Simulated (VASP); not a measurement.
# TiO2 (Anatase) (I4_1/amd) in VASP: single point with PBE

Aim: the single point of TiO2 (Anatase) with PBE.

Program: VASP 6.6.1. These are calculated values, not measurements. Logs are shortened: lines on timing, memory, paths and dates and some standing lists are left out, and cuts for length are marked.

### 1 The cell of the first run

Symmetry: I4_1/amd, No. 141, tetragonal system. Conventional cell: a = 3.784 Å, b = 3.784 Å, c = 9.515 Å, α = 90.00°, β = 90.00°, γ = 90.00°. Within 2.6 Å of Ti (site symmetry -4m2) lie 6 O at 1.93 to 1.99 Å. Within 2.6 Å of O (site symmetry 2mm) lie 3 Ti at 1.93 to 1.99 Å and 2 O at 2.47 Å.

### 2 Single point, PBE

File INCAR:

```
SYSTEM = TiO2
  ALGO = Normal
  EDIFF = 1E-6
  ENCUT = 520
  GGA = PE
  ISIF = 2
  ISMEAR = -1
  LASPH = .True.
  LCHARG = .False.
  LREAL = .False.
  LWAVE = .False.
  NBANDS = 33
  NELM = 80
  PREC = Accurate
  SIGMA = 0.02
```

File KPOINTS:

```
k-points
0
Gamma
  7 7 7
  0 0 0
```

File POSCAR:

```
TiO2
1.0
   -1.8921000000      1.8921000000      4.7573000000
    1.8921000000     -1.8921000000      4.7573000000
    1.8921000000      1.8921000000     -4.7573000000
Ti O
2 4
Direct
    0.0000000000      0.0000000000      0.0000000000
    0.7500000000      0.2500000000      0.5000000000
    0.2087892846      0.2087892846      0.0000000000
    0.9587892846      0.4587892846      0.5000000000
    0.5412107154      0.0412107154      0.5000000000
    0.7912107154      0.7912107154      0.0000000000
```

Potentials or basis: VASP PAW PBE potentials, release 64 (Ti_sv, O).

Started as:

```console
> cat potpaw_PBE.64/Ti_sv/POTCAR potpaw_PBE.64/O/POTCAR > POTCAR
> mpirun -np 1 vasp_std > vasp.out
```

OUTCAR:

```text
SYSTEM = TiO2
   EDIFF = 1E-6
   ENCUT = 520
   GGA = PE
   ISIF = 2
   ISMEAR = -1
   LASPH = .True.
   LREAL = .False.
   NELM = 80
   PREC = Accurate

 ion  position               nearest neighbor table
   1  0.000  0.000  0.000-   5 1.93   4 1.93   5 1.93   4 1.93   3 1.99   6 1.99
   2  0.750  0.250  0.500-   6 1.93   3 1.93   6 1.93   3 1.93   4 1.99   5 1.99
   3  0.209  0.209  0.000-   2 1.93   2 1.93   1 1.99
   4  0.959  0.459  0.500-   1 1.93   1 1.93   2 1.99
   5  0.541  0.041  0.500-   1 1.93   1 1.93   2 1.99
   6  0.791  0.791  0.000-   2 1.93   2 1.93   1 1.99

  LATTYP: Found a body centered tetragonal cell.
 ALAT       =     3.7842000000
 C/A-ratio  =     2.5142962846

  Lattice vectors:

 A1 = (  -1.8921000000,   1.8921000000,   4.7573000000)
 A2 = (   1.8921000000,  -1.8921000000,   4.7573000000)
 A3 = (   1.8921000000,   1.8921000000,  -4.7573000000)

Analysis of symmetry for initial positions (statically):
=====================================================================
 Subroutine PRICEL returns:
 Original cell was already a primitive cell.

 Routine SETGRP: Setting up the symmetry group for a
 body centered tetragonal supercell.

 Subroutine GETGRP returns: Found 16 space group operations
 (whereof  8 operations were pure point group operations)
 out of a pool of 16 trial point group operations.

The static configuration has the point symmetry D_2d.
 The point group associated with its full space group is D_4h.

Analysis of symmetry for dynamics (positions and initial velocities):
=====================================================================
 Subroutine PRICEL returns:
 Original cell was already a primitive cell.

 Routine SETGRP: Setting up the symmetry group for a
 body centered tetragonal supercell.

 Subroutine GETGRP returns: Found 16 space group operations
 (whereof  8 operations were pure point group operations)
 out of a pool of 16 trial point group operations.

The dynamic configuration has the point symmetry D_2d.
 The point group associated with its full space group is D_4h.

 Subroutine INISYM returns: Found 16 space group operations
 (whereof  8 operations are pure point group operations),
 and found     1 'primitive' translations

----------------------------------------------------------------------------------------

                                     Primitive cell

  volume of cell :      68.1253

  direct lattice vectors                    reciprocal lattice vectors
    -1.892100000  1.892100000  4.757300000     0.000000000  0.264256646  0.105101633
     1.892100000 -1.892100000  4.757300000     0.264256646  0.000000000  0.105101633
     1.892100000  1.892100000 -4.757300000     0.264256646  0.264256646  0.000000000

  length of vectors
     5.458203744  5.458203744  5.458203744     0.284390450  0.284390450  0.373715333

  position of ions in fractional coordinates (direct lattice)
     0.000000000  0.000000000  0.000000000
     0.750000000  0.250000000  0.500000000
     0.208789285  0.208789285  0.000000000
     0.958789285  0.458789285  0.500000000
     0.541210715  0.041210715  0.500000000
     0.791210715  0.791210715  0.000000000

  ion indices of the primitive-cell ions
   primitive index   ion index
                 1           1
                 2           2
                 3           3
                 4           4
                 5           5
                 6           6

----------------------------------------------------------------------------------------

 KPOINTS: k-points

Automatic generation of k-mesh.
 Grid dimensions read from file:
 generate k-points for:    7    7    7

 Generating k-lattice:

  Cartesian coordinates                     Fractional coordinates (reciprocal lattice)
     0.000000000  0.037750949  0.015014519     0.142857143  0.000000000  0.000000000
     0.037750949  0.000000000  0.015014519     0.000000000  0.142857143  0.000000000
     0.037750949  0.037750949  0.000000000     0.000000000  0.000000000  0.142857143

  Length of vectors
     0.040627207  0.040627207  0.053387905

  Shift w.r.t. Gamma in fractional coordinates (k-lattice)
     0.000000000  0.000000000  0.000000000

 Subroutine IBZKPT returns following result:
 ===========================================

 Found     40 irreducible k-points:

 Following reciprocal coordinates:
            Coordinates               Weight
  0.000000  0.000000  0.000000      1.000000
  0.142857  0.000000  0.000000      8.000000
  0.285714  0.000000  0.000000      8.000000
  0.428571 -0.000000  0.000000      8.000000
  0.142857  0.142857  0.000000      8.000000
  0.285714  0.142857  0.000000     16.000000
[... 16 lines left out ...]
 -0.142857  0.285714  0.142857      8.000000
 -0.428571  0.428571  0.142857      8.000000
 [... further k-points ...]
   k-points           NKPTS =     40   k-points in BZ     NKDIM =     40   number of bands    NBANDS=     33
   number of dos      NEDOS =    301   number of ions     NIONS =      6
   total plane-waves  NPLWV =  74088
   dimension x,y,z NGX =    42 NGY =   42 NGZ =   42
   dimension x,y,z NGXF=    84 NGYF=   84 NGZF=   84
   ions per type =               2   4
   NGX,Y,Z   is equivalent  to a cutoff of  12.79, 12.79, 12.79 a.u.
   NGXF,Y,Z  is equivalent  to a cutoff of  25.58, 25.58, 25.58 a.u.
 SYSTEM =  TiO2
   PREC   = accura    normal or accurate (medium, high low for compatibility)
   ISTART =      0    job   : 0-new  1-cont  2-samecut
   ICHARG =      2    charge: 1-file 2-atom 10-const
   ISPIN  =      1    spin polarized calculation?
   LNONCOLLINEAR =      F non collinear calculations
   LSORBIT =      F    spin-orbit coupling
   LASPH  =      T    aspherical Exc in radial PAW
   ENCUT  =  520.0 eV  38.22 Ry    6.18 a.u.  10.15 10.15 10.15*2*pi/ulx,y,z
   NELM   =     80;   NELMIN=  2; NELMDL= -5     # of ELM steps
   EDIFF  = 0.1E-05   stopping-criterion for ELM
   LREAL  =      F    real-space projection
   EDIFFG = 0.1E-04   stopping-criterion for IOM
   NSW    =      0    number of steps for IOM
   IBRION =     -1    ionic relax: 0-MD 1-quasi-New 2-CG
   NFREE  =      0    steps in history (QN), initial steepest desc. (CG)
   ISIF   =      2    stress and relaxation
   ISYM   =      2    0-nonsym 1-usesym 2-fastsym
   POTIM  = 0.5000    time-step for ionic-motion
   TEBEG  =    0.0;   TEEND  =   0.0 temperature during run
   PSTRESS=    0.0 pullay stress
   NELECT =      48.0000    total number of electrons
   NUPDOWN=      -1.0000    fix difference up-down
   EMIN   =  10.00;   EMAX   =-10.00  energy-range for DOS
   EFERMI =   0.00;   METHOD = LEGACY
   ISMEAR =    -1;   SIGMA  =   0.02  broadening in eV -4-tet -1-fermi 0-gaus
   EFERMI_NEDOS =   21; number of points for ismear=-14 and -15
   IALGO  =     38    algorithm
   IMIX   =      4    mixing-type and parameters
     AMIX     =   0.40;   BMIX     =  1.00
     AMIX_MAG =   1.60;   BMIX_MAG =  1.00
  volume/ion in A,a.u.               =      11.35        76.62
  Fermi-wavevector in a.u.,A,eV,Ry     =   1.456752  2.752862 28.873289  2.122127
  Thomas-Fermi vector in A             =   2.573634
   LORBIT       =      0    0 simple, 1 ext, 2 COOP (PROOUT), +10 PAW based schemes
   GGA     = PE    functional components
   LHFCALC =     F    Hartree Fock is set to
   AEXX    =    0.0000 exact exchange contribution
   IVDW    =     0    specifies the selected vdW correction
   LEPSILON=     F    determine dielectric tensor
   LRPA    =     F    only Hartree local field effects (RPA)
 non-spin polarized calculation
  energy-cutoff  :      520.00
  volume of cell :       68.13
 maximum number of plane-waves:      1850
 NGX is ok and might be reduce to    42
   NGX = 21   NGY = 21   NGZ = 21

 number of electron      47.9999990 magnetization

 Free energy of the ion-electron system (eV)
  ---------------------------------------------------
  ext. energy  EPLUGINS =         0.00000000
  ---------------------------------------------------
  free energy    TOTEN  =       -53.82774668 eV

  energy without entropy =      -53.82774668  energy(sigma->0) =      -53.82774668

 E-fermi :   3.8197     XC(G=0): -10.7406

 val. band max:        3.4261411830   @ k =  -0.4286   0.4286   0.0000
 cond. band min:       5.4988854035   @ k =   0.0000   0.0000   0.0000
 fundamental gap:      2.0727442205
 Fermi energy:         3.8196631576

 k-point     1 :       0.0000    0.0000    0.0000
  band No.  band energies     occupation
      1     -53.0010      2.00000
      2     -52.9406      2.00000
      3     -29.4634      2.00000
      4     -29.2261      2.00000
      5     -29.2261      2.00000
      6     -29.1546      2.00000
[... 25 lines left out ...]
     32       8.6912      0.00000
     33       8.6955      0.00000

 k-point     2 :       0.1429    0.0000    0.0000
  band No.  band energies     occupation
      1     -52.9983      2.00000
      2     -52.9424      2.00000
      3     -29.4580      2.00000
      4     -29.2515      2.00000
      5     -29.2280      2.00000
      6     -29.1648      2.00000
[... 25 lines left out ...]
     32       8.8875      0.00000
     33       9.2046      0.00000

 k-point     3 :       0.2857    0.0000    0.0000
  band No.  band energies     occupation
      1     -52.9916      2.00000
      2     -52.9473      2.00000
      3     -29.4465      2.00000
      4     -29.3057      2.00000
      5     -29.2317      2.00000
      6     -29.1829      2.00000
[... 25 lines left out ...]
     32       9.2619      0.00000
     33       9.7217      0.00000

 k-point     4 :       0.4286   -0.0000    0.0000
  band No.  band energies     occupation
      1     -52.9848      2.00000
      2     -52.9525      2.00000
      3     -29.4367      2.00000
      4     -29.3502      2.00000
      5     -29.2342      2.00000
      6     -29.1903      2.00000
[... 673 lines left out ...]
     32       9.9204      0.00000
     33      10.1659      0.00000

 k-point    23 :      -0.1429    0.2857    0.1429
  band No.  band energies     occupation
      1     -52.9868      2.00000
      2     -52.9505      2.00000
      3     -29.4505      2.00000
      4     -29.3357      2.00000
      5     -29.2324      2.00000
      6     -29.2026      2.00000
[... 25 lines left out ...]
     32       9.3886      0.00000
     33      10.0586      0.00000

 k-point    24 :      -0.4286    0.4286    0.1429
  band No.  band energies     occupation
      1     -52.9733      2.00000
      2     -52.9613      2.00000
      3     -29.4246      2.00000
      4     -29.3820      2.00000
      5     -29.2652      2.00000
      6     -29.2481      2.00000
[... 25 lines left out ...]
     32       9.8014      0.00000
     33      10.8057      0.00000

 [... further k-points ...]
[... 5 lines left out ...]
  --------------------------------------------------------------------------------------
  -------------------------------------------------------------------------------------
  Total        2.3272654      2.3272654      2.3976591      0.0000000      0.0000000      0.0000000
  in kB       54.7328156     54.7328156     56.3883413      0.0000000      0.0000000      0.0000000
  external PRESSURE =      55.2846575 kB  Pullay stress =       0.0000000 kB

 VOLUME and BASIS-vectors are now :
 -----------------------------------------------------------------------------
  energy-cutoff  :      520.00
  volume of cell :       68.13
      direct lattice vectors                 reciprocal lattice vectors
    -1.892100000  1.892100000  4.757300000     0.000000000  0.264256646  0.105101633
     1.892100000 -1.892100000  4.757300000     0.264256646  0.000000000  0.105101633
     1.892100000  1.892100000 -4.757300000     0.264256646  0.264256646  0.000000000

 POSITION                                       TOTAL-FORCE (eV/Angst)
 -----------------------------------------------------------------------------------
      0.00000      0.00000      0.00000         0.000000      0.000000      0.000000
      0.00000      1.89210      2.37865         0.000000      0.000000      0.000000
      0.00000      0.00000      1.98655        -0.000000     -0.000000      0.022539
      0.00000      1.89210      4.36520         0.000000      0.000000      0.022539
      0.00000      1.89210      0.39210        -0.000000     -0.000000     -0.022539
      0.00000      0.00000      7.52805        -0.000000     -0.000000     -0.022539
 -----------------------------------------------------------------------------------
    total drift:                               -0.000000      0.000000     -0.000000

  FREE ENERGIE OF THE ION-ELECTRON SYSTEM (eV)
  ---------------------------------------------------
  free  energy   TOTEN  =       -53.8277466822 eV

  energy  without entropy=      -53.8277466822  energy(sigma->0) =      -53.82774668
```

Wall time 3.2 min (1 thread of Intel Xeon Platinum 8488C (Sapphire Rapids), shared host); peak memory 0.29 GiB.

What came out:

```
Free energy            : -53.8277 eV
Pressure               : 5.5 GPa
Largest force          : 0.023 eV/Å
Band gap on the k mesh : 2.07 eV, indirect (least direct gap 2.44 eV)
```

Forces in eV/Å, atoms in the order of the input:
```
Ti   0.000  0.000  0.000
Ti   0.000  0.000  0.000
O    0.000  0.000  0.023
O    0.000  0.000  0.023
O    0.000  0.000 -0.023
O    0.000  0.000 -0.023
```

Levels at points of the mesh, in eV from the valence-band top:
```
           k point  band 20  band 21  band 22  band 23  band 24  band 25  band 26  band 27  band 28  band 29
(0.00, 0.00, 0.00)    -0.79    -0.79    -0.79    -0.50    -0.50     2.07     2.81     3.92     3.92     3.96
```

A k mesh can miss the band edges. Expect the measured gap to be larger: semilocal functionals such as PBE lack the derivative discontinuity.
